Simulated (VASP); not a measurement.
# CoO (R-3m) in VASP: further runs, part 2 of 2

VASP 6.6.1.

### Step 4. Vibrations by perturbation theory, PBE, collinear spin, ferromagnetic start

File INCAR:

```
SYSTEM = CoO
PREC     = Accurate       ! precision mode
ENCUT    = 520            ! plane-wave cutoff, eV
EDIFF    = 1E-8           ! SCF threshold, eV
ISMEAR   = -1             ! smearing method
SIGMA    = 0.05           ! smearing width, eV
LREAL    = .False.        ! projectors in reciprocal space
LASPH    = .True.         ! aspherical terms in the spheres
NELM     = 150            ! most SCF steps
ALGO     = Normal         ! electronic algorithm
ISIF     = 2              ! what is computed and relaxed
LWAVE    = .False.        ! write WAVECAR
LCHARG   = .False.        ! write CHGCAR
ISPIN    = 2              ! spin polarisation
MAGMOM   = 2 0            ! initial moments
LORBIT   = 11             ! projections on sites
LMAXMIX  = 4              ! l up to which the mixer works
GGA      = PE             ! functional
NBANDS   = 18             ! bands
IBRION   = 8              ! ionic algorithm
NSW      = 1              ! ionic steps
```

File KPOINTS:

```
regular mesh
0
Gamma
  10 10 10
  0 0 0
```

File POSCAR:

```
CoO
1.0
    1.5054695445      0.8691832468      2.4399269062
   -1.5054695445      0.8691832468      2.4399269062
    0.0000000000     -1.7383664936      2.4399269062
Co O
1 1
Direct
    0.0000000000      0.0000000000      0.0000000000
    0.5000000000      0.5000000000      0.5000000000
```

Potentials or basis: VASP PAW PBE potentials, release 64 (Co, O).

Launch:

```console
$ cat potpaw_PBE.64/Co/POTCAR potpaw_PBE.64/O/POTCAR > POTCAR
$ mpirun -np 1 vasp_std > vasp.out
```

OUTCAR:

```text
SYSTEM = CoO
   PREC = Accurate
   ENCUT = 520
   EDIFF = 1E-8
   ISMEAR = -1
   LREAL = .False.
   LASPH = .True.
   NELM = 150
   ISIF = 2
   ISPIN = 2
   LORBIT = 11
   GGA = PE
   IBRION = 8
   NSW = 1

 ion  position               nearest neighbor table
   1  0.000  0.000  0.000-   2 2.12   2 2.12   2 2.12   2 2.12   2 2.12   2 2.12
   2  0.500  0.500  0.500-   1 2.12   1 2.12   1 2.12   1 2.12   1 2.12   1 2.12

  LATTYP: Found a trigonal (rhomboedric) cell.
 ALAT       =     2.9958573687
 COS(alpha) =     0.4949531368

  Lattice vectors:

 A1 = (   1.5054695445,   0.8691832468,   2.4399269062)
 A2 = (  -1.5054695445,   0.8691832468,   2.4399269062)
 A3 = (   0.0000000000,  -1.7383664936,   2.4399269062)

Analysis of symmetry for initial positions (statically):
=====================================================================
 Subroutine PRICEL returns:
 Original cell was already a primitive cell.

 Routine SETGRP: Setting up the symmetry group for a
 trigonal (rhombohedral) supercell.

[... 1278 lines left out ...]

 SECOND DERIVATIVES (NOT SYMMETRIZED)
 ------------------------------------
               1X          1Y          1Z          2X          2Y          2Z
  1X    -1.372740    0.000000    0.000000    1.372740    0.000000    0.000000
  1Y     0.000000   -1.372740    0.000000    0.000000    1.372740   -0.000000
  1Z     0.000000    0.000000   -1.204448    0.000000    0.000000    1.204448
  2X     1.380182    0.000000    0.000000   -1.380182    0.000000    0.000000
  2Y     0.000000    1.380182    0.000000    0.000000   -1.380182   -0.000000
  2Z     0.000000    0.000000    1.219152    0.000000    0.000000   -1.219152

 Eigenvectors and eigenvalues of the dynamical matrix
 ----------------------------------------------------

   1 f  =    5.174475 THz    32.512185 2PiTHz  172.601904 cm-1    21.399899 meV
             X         Y         Z           dx          dy          dz
      0.000000  0.000000  0.000000     0.000000   -0.461105   -0.000000
      0.000000  0.000000  3.659890     0.000000    0.887345    0.000000
[... 21 lines left out ...]
   6 f/i=    0.012040 THz     0.075651 2PiTHz    0.401618 cm-1     0.049794 meV
             X         Y         Z           dx          dy          dz
      0.000000  0.000000  0.000000     0.000000    0.000000   -0.887977
      0.000000  0.000000  3.659890     0.000000    0.000000   -0.459888

--------------------------------------------------------------------------------------------------------

 ELASTIC MODULI CONTR FROM IONIC RELAXATION (kBar)
 Direction    XX          YY          ZZ          XY          YZ          ZX
 --------------------------------------------------------------------------------
 XX           0.0000      0.0000      0.0000      0.0000      0.0000      0.0000
 YY           0.0000      0.0000      0.0000      0.0000      0.0000      0.0000
 ZZ           0.0000      0.0000      0.0000      0.0000      0.0000      0.0000
 XY           0.0000      0.0000      0.0000      0.0000      0.0000      0.0000
 YZ           0.0000      0.0000      0.0000      0.0000      0.0000      0.0000
 ZX           0.0000      0.0000      0.0000      0.0000      0.0000      0.0000
 --------------------------------------------------------------------------------

 total charge

# of ion       s       p       d       tot
------------------------------------------
    1        0.296   0.362   7.150   7.808
    2        1.556   3.427   0.000   4.983
--------------------------------------------------
tot          1.852   3.789   7.150  12.791

 magnetization (x)

# of ion       s       p       d       tot
------------------------------------------
    1        0.021   0.018   2.503   2.542
    2        0.029   0.263   0.000   0.292
--------------------------------------------------
tot          0.049   0.281   2.503   2.834
```

OSZICAR:

```text
N       E                     dE             d eps       ncg     rms          rms(c)
DAV:   1     0.788041708669E+02    0.78804E+02   -0.65277E+03  8628   0.956E+02
DAV:   2    -0.104987892113E+02   -0.89303E+02   -0.77186E+02  8838   0.224E+02
DAV:   3    -0.153941847169E+02   -0.48954E+01   -0.47235E+01  9642   0.554E+01
DAV:   4    -0.154450237825E+02   -0.50839E-01   -0.50788E-01 10174   0.538E+00
[... 93 lines left out ...]
RMM:  12    -0.357991658403E+00    0.13995E-06   -0.44745E-08 16493   0.155E-04    0.667E-05
RMM:  13    -0.357991450174E+00    0.20823E-06   -0.45509E-08 16101   0.124E-04    0.205E-05
RMM:  14    -0.357991372997E+00    0.77177E-07   -0.46747E-08 16241   0.997E-05    0.110E-05
RMM:  15    -0.357991333239E+00    0.39759E-07   -0.52051E-08 16897   0.845E-05    0.367E-06
RMM:  16    -0.357991326116E+00    0.71229E-08   -0.47771E-08 17489   0.761E-05    0.166E-06
 Linear response finished
```

It took 8.8 min on 1 thread of Intel Xeon Platinum 8488C (Sapphire Rapids), shared host; peak memory 0.46 GiB.

Results:

```
Net moment                                              : 2.88 μB per cell
Site moments                                            : Co +2.54; O +0.29 μB
Valence electrons inside the program's atomic spheres   : Co 7.81; O 4.98
Highest phonon frequency at Γ, LO-TO splitting left out : 173 cm⁻¹
```

Phonon frequencies in cm⁻¹ (negative: imaginary):
```tsv
q point	frequencies
(0.000, 0.000, 0.000)	0 0 0 162 173 173
```

Caveat: a cell with one magnetic atom can't hold antiferromagnetic order, which such compounds often take.

### Step 5. Overview

```tsv
task	level	U	k mesh	gap on the mesh (eV)	pressure (GPa)	moment (μB)
single point	PBEsol+U	Co d U = 6.0 eV	11 × 11 × 11	none	-8.4	3.00
single point	PBEsol+U	Co d U = 8.0 eV	11 × 11 × 11	none	-9.7	3.00
vibrations by perturbation theory	PBE	-	10 × 10 × 10	-	-	2.88
```

Alike in all rows: potentials or basis VASP PAW PBE potentials, release 64 (Co, O); spin collinear, ferromagnetic start; cell as given; cutoff (eV) 520; smearing fermi-dirac 0.05 eV.

Caveats: a cell with one magnetic atom can't hold antiferromagnetic order, which such compounds often take; the cell stands under tension (at least some runs); the PAW data sets were made with another functional, which shifts forces and pressure a little (at least some runs).

Total energies depend on the potentials used, so only differences within one code and one set of settings carry meaning.
